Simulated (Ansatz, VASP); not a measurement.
**SrCd: VASP beside Ansatz**

```xyz
2
Lattice="4.0356 0.0000 0.0000 0.0000 4.0356 0.0000 0.0000 0.0000 17.0000" Properties=species:S:1:pos:R:3 pbc="T T T"
Sr    2.0178    2.0178    9.5089
Cd    0.0000    0.0000    7.4911
```

Alike in both runs: task single point; functional PBE; k mesh 4 × 4 × 1; occupations gaussian, width 0.1 eV; no spin polarisation.

|  | VASP | Ansatz |
| --- | --- | --- |
| version | VASP 6.6.1 | Ansatz 0.2.0 |
| potentials or method | VASP PAW PBE potentials, release 64 (Sr_sv, Cd), cutoff 520 eV | scalar-relativistic, plane waves, PAW |
| valence electrons in the cell | 22 | 30 |

VASP gave:

```
gap on the k mesh at the Fermi level (eV) : none
rms of the force components (eV/Å)        : 0.012
```

**Question.** What did Ansatz give for the same quantities?

**Answer.** gap on the k mesh at the Fermi level (eV): none; rms of the force components (eV/Å): 0.010.

Atom by atom the forces differ by 0.002 eV/Å (rms over components). A gap of «none» marks a metal or a gap that the smearing closes. VASP's potentials hold 22 valence electrons a cell and Ansatz's 30, so a difference there can come from the potentials and not from the codes. Ansatz's warnings: slab cell height set.

The k mesh is coarse, so the values compare programs but aren't converged.
